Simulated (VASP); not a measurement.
# C (P6_3/mmc) in VASP: notebook

C is run at these levels: PBE, r2SCAN; tasks: single point.

Everything below comes from runs of VASP 6.6.1. Logs are shortened: lines on timing, memory, paths and dates and some standing lists are left out, and cuts for length are marked.

### Step 1. The cell of the first run

Symmetry: P6_3/mmc, No. 194, hexagonal system. Conventional cell: a = 2.428 Å, b = 2.428 Å, c = 4.044 Å, α = 90.00°, β = 90.00°, γ = 120.00°. Within 2.0 Å of C (site symmetry 3m) lie 4 C at 1.49 to 1.51 Å.

### Step 2. Single point, PBE (strain -3.0%)

File INCAR:

```
SYSTEM = C
  ALGO = Normal
  EDIFF = 1E-6
  ENCUT = 520
  GGA = PE
  ISIF = 2
  ISMEAR = -1
  LASPH = .TRUE.
  LCHARG = .FALSE.
  LREAL = .FALSE.
  LWAVE = .FALSE.
  NBANDS = 16
  NELM = 80
  PREC = Accurate
  SIGMA = 0.02
```

File KPOINTS:

```
k-points
0
G
  12 12 6
  0 0 0
```

File POSCAR:

```
C
1.0
    2.4280995106      0.0000000000      0.0000000000
   -1.2140497553      2.1027958591      0.0000000000
    0.0000000000      0.0000000000      4.0438032134
C
4
Direct
    0.3333333333      0.6666666667      0.0005733784
    0.6666666667      0.3333333333      0.5005733784
    0.3333333333      0.6666666667      0.3744266216
    0.6666666667      0.3333333333      0.8744266216
```

Potentials or basis: VASP PAW PBE potentials, release 64 (C).

On the command line:

```bash
$ cat potpaw_PBE.64/C/POTCAR > POTCAR
$ mpirun -np 1 vasp_std > vasp.out
```

OUTCAR:

```text
SYSTEM = C
   EDIFF = 1E-6
   ENCUT = 520
   GGA = PE
   ISIF = 2
   ISMEAR = -1
   LASPH = .TRUE.
   LREAL = .FALSE.
   NELM = 80
   PREC = Accurate

 ion  position               nearest neighbor table
   1  0.333  0.667  0.001-   4 1.49   4 1.49   4 1.49   3 1.51
   2  0.667  0.333  0.501-   3 1.49   3 1.49   3 1.49   4 1.51
   3  0.333  0.667  0.374-   2 1.49   2 1.49   2 1.49   1 1.51
   4  0.667  0.333  0.874-   1 1.49   1 1.49   1 1.49   2 1.51

  LATTYP: Found a hexagonal cell.
 ALAT       =     2.4280995106
 C/A-ratio  =     1.6654190637

  Lattice vectors:

 A1 = (   2.4280995106,   0.0000000000,   0.0000000000)
 A2 = (  -1.2140497553,   2.1027958591,   0.0000000000)
 A3 = (   0.0000000000,   0.0000000000,   4.0438032134)

Analysis of symmetry for initial positions (statically):
=====================================================================
 Subroutine PRICEL returns:
 Original cell was already a primitive cell.

 Routine SETGRP: Setting up the symmetry group for a
 hexagonal supercell.

 Subroutine GETGRP returns: Found 24 space group operations
 (whereof  6 operations were pure point group operations)
 out of a pool of 24 trial point group operations.

The static configuration has the point symmetry C_3v.
 The point group associated with its full space group is D_6h.

Analysis of symmetry for dynamics (positions and initial velocities):
=====================================================================
 Subroutine PRICEL returns:
 Original cell was already a primitive cell.

 Routine SETGRP: Setting up the symmetry group for a
 hexagonal supercell.

 Subroutine GETGRP returns: Found 24 space group operations
 (whereof  6 operations were pure point group operations)
 out of a pool of 24 trial point group operations.

The dynamic configuration has the point symmetry C_3v.
 The point group associated with its full space group is D_6h.

 Subroutine INISYM returns: Found 24 space group operations
 (whereof  6 operations are pure point group operations),
 and found     1 'primitive' translations

----------------------------------------------------------------------------------------

                                     Primitive cell

  volume of cell :      20.6468

  direct lattice vectors                    reciprocal lattice vectors
     2.428099511  0.000000000  0.000000000     0.411844735  0.237778669  0.000000000
    -1.214049755  2.102795859  0.000000000     0.000000000  0.475557337  0.000000000
     0.000000000  0.000000000  4.043803213     0.000000000  0.000000000  0.247291954

  length of vectors
     2.428099511  2.428099511  4.043803213     0.475557337  0.475557337  0.247291954

  position of ions in fractional coordinates (direct lattice)
     0.333333333  0.666666667  0.000573378
     0.666666667  0.333333333  0.500573378
     0.333333333  0.666666667  0.374426622
     0.666666667  0.333333333  0.874426622

  ion indices of the primitive-cell ions
   primitive index   ion index
                 1           1
                 2           2
                 3           3
                 4           4

----------------------------------------------------------------------------------------

 KPOINTS: k-points

Automatic generation of k-mesh.
 Grid dimensions read from file:
 generate k-points for:   12   12    6

 Generating k-lattice:

  Cartesian coordinates                     Fractional coordinates (reciprocal lattice)
     0.034320395  0.019814889  0.000000000     0.083333333  0.000000000  0.000000000
     0.000000000  0.039629778  0.000000000     0.000000000  0.083333333  0.000000000
     0.000000000  0.000000000  0.041215326     0.000000000  0.000000000  0.166666667

  Length of vectors
     0.039629778  0.039629778  0.041215326

  Shift w.r.t. Gamma in fractional coordinates (k-lattice)
     0.000000000  0.000000000  0.000000000

 Subroutine IBZKPT returns following result:
 ===========================================

 Found     76 irreducible k-points:

 Following reciprocal coordinates:
            Coordinates               Weight
  0.000000  0.000000  0.000000      1.000000
  0.083333  0.000000  0.000000      6.000000
  0.166667  0.000000  0.000000      6.000000
  0.250000  0.000000  0.000000      6.000000
  0.333333  0.000000  0.000000      6.000000
  0.416667  0.000000  0.000000      6.000000
[... 16 lines left out ...]
  0.250000  0.000000  0.166667     12.000000
  0.333333  0.000000  0.166667     12.000000
 [... further k-points ...]
   k-points           NKPTS =     76   k-points in BZ     NKDIM =     76   number of bands    NBANDS=     16
   number of dos      NEDOS =    301   number of ions     NIONS =      4
   total plane-waves  NPLWV =   9720
   dimension x,y,z NGX =    18 NGY =   18 NGZ =   30
   dimension x,y,z NGXF=    36 NGYF=   36 NGZF=   60
   ions per type =               4
   NGX,Y,Z   is equivalent  to a cutoff of  12.32, 12.32, 12.33 a.u.
   NGXF,Y,Z  is equivalent  to a cutoff of  24.65, 24.65, 24.67 a.u.
 SYSTEM =  C
   PREC   = accura    normal or accurate (medium, high low for compatibility)
   ISTART =      0    job   : 0-new  1-cont  2-samecut
   ICHARG =      2    charge: 1-file 2-atom 10-const
   ISPIN  =      1    spin polarized calculation?
   LNONCOLLINEAR =      F non collinear calculations
   LSORBIT =      F    spin-orbit coupling
   LASPH  =      T    aspherical Exc in radial PAW
   ENCUT  =  520.0 eV  38.22 Ry    6.18 a.u.   4.51  4.51  7.52*2*pi/ulx,y,z
   NELM   =     80;   NELMIN=  2; NELMDL= -5     # of ELM steps
   EDIFF  = 0.1E-05   stopping-criterion for ELM
   LREAL  =      F    real-space projection
   EDIFFG = 0.1E-04   stopping-criterion for IOM
   NSW    =      0    number of steps for IOM
   IBRION =     -1    ionic relax: 0-MD 1-quasi-New 2-CG
   NFREE  =      0    steps in history (QN), initial steepest desc. (CG)
   ISIF   =      2    stress and relaxation
   ISYM   =      2    0-nonsym 1-usesym 2-fastsym
   POTIM  = 0.5000    time-step for ionic-motion
   TEBEG  =    0.0;   TEEND  =   0.0 temperature during run
   PSTRESS=    0.0 pullay stress
   NELECT =      16.0000    total number of electrons
   NUPDOWN=      -1.0000    fix difference up-down
   EMIN   =  10.00;   EMAX   =-10.00  energy-range for DOS
   EFERMI =   0.00;   METHOD = LEGACY
   ISMEAR =    -1;   SIGMA  =   0.02  broadening in eV -4-tet -1-fermi 0-gaus
   EFERMI_NEDOS =   21; number of points for ismear=-14 and -15
   IALGO  =     38    algorithm
   IMIX   =      4    mixing-type and parameters
     AMIX     =   0.40;   BMIX     =  1.00
     AMIX_MAG =   1.60;   BMIX_MAG =  1.00
  volume/ion in A,a.u.               =       5.16        34.83
  Fermi-wavevector in a.u.,A,eV,Ry     =   1.503708  2.841597 30.764663  2.261139
  Thomas-Fermi vector in A             =   2.614783
   LORBIT       =      0    0 simple, 1 ext, 2 COOP (PROOUT), +10 PAW based schemes
   GGA     = PE    functional components
   LHFCALC =     F    Hartree Fock is set to
   AEXX    =    0.0000 exact exchange contribution
   IVDW    =     0    specifies the selected vdW correction
   LEPSILON=     F    determine dielectric tensor
   LRPA    =     F    only Hartree local field effects (RPA)
 non-spin polarized calculation
  energy-cutoff  :      520.00
  volume of cell :       20.65
 maximum number of plane-waves:       571
   NGX =  9   NGY =  9   NGZ = 15

 number of electron      15.9999999 magnetization

 Free energy of the ion-electron system (eV)
  ---------------------------------------------------
  ext. energy  EPLUGINS =         0.00000000
  ---------------------------------------------------
  free energy    TOTEN  =       -35.92609336 eV

  energy without entropy =      -35.92609336  energy(sigma->0) =      -35.92609336

 E-fermi :  11.9691     XC(G=0): -13.7238

 val. band max:       11.5031244016   @ k =   0.0000   0.0000   0.0000
 cond. band min:      14.4155132353   @ k =   0.3333   0.3333   0.0000
 fundamental gap:      2.9123888338
 Fermi energy:        11.9690774265

 k-point     1 :       0.0000    0.0000    0.0000
  band No.  band energies     occupation
      1     -11.6666      2.00000
      2      -5.5455      2.00000
      3      -3.3771      2.00000
      4       8.1064      2.00000
      5       8.1064      2.00000
      6      10.8741      2.00000
[... 8 lines left out ...]
     15      28.0469      0.00000
     16      30.6107      0.00000

 k-point     2 :       0.0833    0.0000    0.0000
  band No.  band energies     occupation
      1     -11.4828      2.00000
      2      -5.3817      2.00000
      3      -3.2007      2.00000
      4       7.2043      2.00000
      5       7.7123      2.00000
      6      10.5952      2.00000
[... 8 lines left out ...]
     15      28.2079      0.00000
     16      29.2690      0.00000

 k-point     3 :       0.1667    0.0000    0.0000
  band No.  band energies     occupation
      1     -10.9324      2.00000
      2      -4.8916      2.00000
      3      -2.6809      2.00000
      4       5.0711      2.00000
      5       6.8206      2.00000
      6       8.9196      2.00000
[... 8 lines left out ...]
     15      27.0342      0.00000
     16      28.6754      0.00000

 k-point     4 :       0.2500    0.0000    0.0000
  band No.  band energies     occupation
      1     -10.0219      2.00000
      2      -4.0799      2.00000
      3      -1.8603      2.00000
      4       2.5159      2.00000
      5       5.8617      2.00000
      6       6.7155      2.00000
[... 8 lines left out ...]
     15      26.9854      0.00000
     16      28.5502      0.00000
[... 324 lines left out ...]
 k-point    22 :       0.1667    0.0000    0.1667
  band No.  band energies     occupation
      1     -10.7336      2.00000
      2      -6.1623      2.00000
      3      -1.0921      2.00000
      4       5.2437      2.00000
      5       6.9893      2.00000
      6       8.3407      2.00000
[... 8 lines left out ...]
     15      27.4446      0.00000
     16      28.4630      0.00000

 k-point    23 :       0.2500    0.0000    0.1667
  band No.  band energies     occupation
      1      -9.8246      2.00000
      2      -5.3106      2.00000
      3      -0.3574      2.00000
      4       2.7180      2.00000
      5       6.0345      2.00000
      6       6.0986      2.00000
[... 8 lines left out ...]
     15      26.2530      0.00000
     16      28.5224      0.00000

 k-point    24 :       0.3333    0.0000    0.1667
  band No.  band energies     occupation
      1      -8.5717      2.00000
      2      -4.1451      2.00000
      3      -0.3098      2.00000
      4       1.0883      2.00000
      5       3.7799      2.00000
      6       5.2523      2.00000
[... 8 lines left out ...]
     15      27.1083      0.00000
     16      29.8040      0.00000

 [... further k-points ...]

------------------------ aborting loop because EDIFF is reached ----------------------------------------

  FORCE on cell =-STRESS in cart. coord.  units (eV):
  Direction    XX          YY          ZZ          XY          YZ          ZX
  --------------------------------------------------------------------------------------
  -------------------------------------------------------------------------------------
  Total        6.8989857      6.8989857      6.9468905      0.0000000     -0.0000000      0.0000000
  in kB      535.3554415    535.3554415    539.0728127      0.0000000     -0.0000000      0.0000000
  external PRESSURE =     536.5945652 kB  Pullay stress =       0.0000000 kB

 VOLUME and BASIS-vectors are now :
 -----------------------------------------------------------------------------
  energy-cutoff  :      520.00
  volume of cell :       20.65
      direct lattice vectors                 reciprocal lattice vectors
     2.428099511  0.000000000  0.000000000     0.411844735  0.237778669  0.000000000
    -1.214049755  2.102795859  0.000000000     0.000000000  0.475557337  0.000000000
     0.000000000  0.000000000  4.043803213     0.000000000  0.000000000  0.247291954

 POSITION                                       TOTAL-FORCE (eV/Angst)
 -----------------------------------------------------------------------------------
     -0.00000      1.40186      0.00232         0.000000      0.000000      0.018486
      1.21405      0.70093      2.02422        -0.000000     -0.000000      0.018486
     -0.00000      1.40186      1.51411        -0.000000      0.000000     -0.018486
      1.21405      0.70093      3.53601         0.000000     -0.000000     -0.018486
 -----------------------------------------------------------------------------------
    total drift:                               -0.000000      0.000000     -0.000029

  FREE ENERGIE OF THE ION-ELECTRON SYSTEM (eV)
  ---------------------------------------------------
  free  energy   TOTEN  =       -35.9260933630 eV

  energy  without entropy=      -35.9260933630  energy(sigma->0) =      -35.92609336
```

Wall time 16 s (1 thread of Intel Xeon Platinum 8259CL at 2.50GHz (Skylake/Cascade Lake), shared host); peak memory 0.13 GiB.

Results:

```yaml
Free_energy: -35.9261 eV
Pressure: 53.7 GPa
Largest_force: 0.018 eV/Å
Band_gap_on_the_k_mesh: 2.91 eV, indirect (least direct gap 5.09 eV)
```

Forces on the atoms (eV/Å):
```
C    0.000  0.000  0.018
C    0.000  0.000  0.018
C    0.000  0.000 -0.018
C    0.000  0.000 -0.018
```

Levels at points of the mesh, in eV from the valence-band top:
| k point | band 5 | band 6 | band 7 | band 8 | band 9 | band 10 | band 11 | band 12 |
| --- | --- | --- | --- | --- | --- | --- | --- | --- |
| (0.00, 0.00, 0.00) | -3.40 | -0.63 | 0.00 | 0.00 | 5.09 | 5.09 | 5.59 | 9.32 |
| (0.50, 0.00, 0.00) | -10.12 | -7.10 | -6.65 | -3.44 | 4.69 | 8.20 | 8.58 | 8.83 |
| (0.00, 0.00, 0.50) | -2.05 | -2.05 | -2.05 | -2.05 | 7.58 | 7.58 | 7.58 | 7.58 |
| (0.50, 0.00, 0.50) | -5.61 | -5.61 | -5.29 | -5.29 | 6.14 | 6.14 | 6.97 | 6.97 |

Caveat: the cell differs from its parent crystal (strain -3.0%).

### Step 3. Single point, PBE (uniaxial z strain -1.0%)

File INCAR:

```
SYSTEM = C
PREC = Accurate ; ENCUT = 520
EDIFF = 1E-7 ; ISMEAR = -1
SIGMA = 0.02 ; LREAL = .FALSE.
LASPH = .TRUE. ; NELM = 60
ALGO = Normal ; ISIF = 2
LWAVE = .FALSE. ; LCHARG = .FALSE.
GGA = PE ; NBANDS = 16
```

File KPOINTS:

```
Automatic mesh
0
G
  12 12 6
  0 0 0
```

File POSCAR:

```
C
1.0
    2.5031953718      0.0000000000      0.0000000000
   -1.2515976859      2.1678307826      0.0000000000
    0.0000000000      0.0000000000      4.1271805992
C
4
Direct
    0.3333333333      0.6666666667      0.0002398775
    0.6666666667      0.3333333333      0.5002398775
    0.3333333333      0.6666666667      0.3747601225
    0.6666666667      0.3333333333      0.8747601225
```

Potentials or basis: VASP PAW PBE potentials, release 64 (C).

On the command line:

```bash
$ cat potpaw_PBE.64/C/POTCAR > POTCAR
$ mpirun -np 1 vasp_std > vasp.out
```

Wall time 20 s (1 thread of Intel Xeon Platinum 8259CL at 2.50GHz (Skylake/Cascade Lake), shared host); peak memory 0.13 GiB.

The run converged. Its results:

- Free energy: -36.2531 eV
- Pressure: 9.6 GPa
- Band gap on the k mesh: 3.28 eV, indirect (least direct gap 4.87 eV)

Stress tensor (GPa, compression positive):
```
 5.33  0.00  0.00
 0.00  5.33  0.00
 0.00  0.00 18.11
```

Levels at points of the mesh, in eV from the valence-band top:
| k point | band 4 | band 5 | band 6 | band 7 | band 8 | band 9 | band 10 | band 11 | band 12 | band 13 |
| --- | --- | --- | --- | --- | --- | --- | --- | --- | --- | --- |
| (0.00, 0.00, 0.00) | -3.23 | -3.23 | -0.50 | 0.00 | 0.00 | 4.87 | 4.87 | 5.63 | 8.04 | 9.60 |
| (0.50, 0.00, 0.00) | -10.01 | -9.43 | -6.62 | -6.08 | -3.15 | 4.38 | 8.13 | 8.25 | 8.50 | 11.34 |
| (0.00, 0.00, 0.50) | -7.01 | -1.94 | -1.94 | -1.94 | -1.94 | 7.24 | 7.24 | 7.24 | 7.24 | 7.63 |
| (0.50, 0.00, 0.50) | -13.12 | -5.20 | -5.20 | -4.83 | -4.83 | 5.83 | 5.83 | 6.74 | 6.74 | 12.60 |

Caveat: the cell differs from its parent crystal (uniaxial z strain -1.0%). A k mesh can miss the band edges.

### Step 4. Single point, r2SCAN (strain -3.0%)

File POSCAR:

```
C
1.0
    2.4280995106      0.0000000000      0.0000000000
   -1.2140497553      2.1027958591      0.0000000000
    0.0000000000      0.0000000000      4.0438032134
C
4
Direct
    0.3333333333      0.6666666667      0.0005733784
    0.6666666667      0.3333333333      0.5005733784
    0.3333333333      0.6666666667      0.3744266216
    0.6666666667      0.3333333333      0.8744266216
```

File INCAR.step1:

```
PREC = Accurate
ENCUT = 520
ISMEAR = 0
SIGMA = 0.01
LREAL = False
LASPH = True
NELM = 80
NBANDS = 16
GGA = PE
ALGO = Normal
EDIFF = 1E-4
LWAVE = True
LCHARG = False
```

File INCAR.step2:

```
PREC = Accurate
ENCUT = 520
EDIFF = 1E-6
ISMEAR = 0
SIGMA = 0.01
LREAL = False
LASPH = True
NELM = 80
ALGO = Normal
ISIF = 2
LWAVE = False
LCHARG = False
METAGGA = R2SCAN
LMIXTAU = True
NBANDS = 16
ISTART = 1
```

File KPOINTS:

```
Automatic mesh
0
Gamma
  12 12 6
```

On the command line:

```bash
$ cat potpaw_PBE.64/C/POTCAR > POTCAR
$ cp INCAR.step1 INCAR
$ mpirun -np 1 vasp_std > vasp.out
$ cp INCAR.step2 INCAR
$ mpirun -np 1 vasp_std > vasp.out
```

It took 65 s on 1 thread of Intel Xeon Platinum 8259CL at 2.50GHz (Skylake/Cascade Lake), shared host; peak memory 0.13 GiB.

It converged, with:

* Free energy: -38.9048 eV
* Pressure: 50.2 GPa
* Largest force: 0.010 eV/Å
* Band gap on the k mesh: 3.17 eV, indirect (least direct gap 5.29 eV)

Forces on the atoms (eV/Å):
```
C    0.000  0.000  0.010
C    0.000  0.000  0.010
C    0.000  0.000 -0.010
C    0.000  0.000 -0.010
```

Stress tensor (GPa, compression positive):
```
49.84  0.00  0.00
 0.00 49.84  0.00
 0.00  0.00 50.97
```

Levels at points of the mesh, in eV from the valence-band top:
| k point | band 4 | band 5 | band 6 | band 7 | band 8 | band 9 | band 10 | band 11 | band 12 | band 13 |
| --- | --- | --- | --- | --- | --- | --- | --- | --- | --- | --- |
| (0.00, 0.00, 0.00) | -3.61 | -3.61 | -0.66 | 0.00 | 0.00 | 5.29 | 5.29 | 5.83 | 9.65 | 10.58 |
| (0.50, 0.00, 0.00) | -11.35 | -10.64 | -7.50 | -6.95 | -3.65 | 4.92 | 8.70 | 8.98 | 9.25 | 12.91 |
| (0.00, 0.00, 0.50) | -8.07 | -2.18 | -2.18 | -2.18 | -2.18 | 7.93 | 7.93 | 7.93 | 7.93 | 8.80 |
| (0.50, 0.00, 0.50) | -14.73 | -5.94 | -5.94 | -5.61 | -5.61 | 6.46 | 6.46 | 7.26 | 7.26 | 14.02 |

Caveat: the cell differs from its parent crystal (strain -3.0%); the PAW data sets were made with another functional, which shifts forces and pressure a little.

### Step 5. The runs side by side

| level | cell | smearing | gap on the mesh (eV) | pressure (GPa) | largest force (eV/Å) |
| --- | --- | --- | --- | --- | --- |
| PBE | a = 2.428, b = 2.428, c = 4.044 Å, angles 90.0, 90.0, 120.0°, 4 atoms | fermi-dirac 0.02 eV | 2.91 | 53.7 | 0.02 |
| PBE | a = 2.503, b = 2.503, c = 4.127 Å, angles 90.0, 90.0, 120.0°, 4 atoms | fermi-dirac 0.02 eV | 3.28 | 9.6 | - |
| r2SCAN | a = 2.428, b = 2.428, c = 4.044 Å, angles 90.0, 90.0, 120.0°, 4 atoms | gaussian 0.01 eV | 3.17 | 50.2 | 0.01 |

Alike in all rows: task single point; potentials or basis VASP PAW PBE potentials, release 64 (C); no spin polarisation; k mesh 12 × 12 × 6; cutoff (eV) 520.

Caveats: the PAW data sets were made with another functional, which shifts forces and pressure a little (some runs).

Total energies depend on the potentials used, so only differences within one code and one set of settings carry meaning.
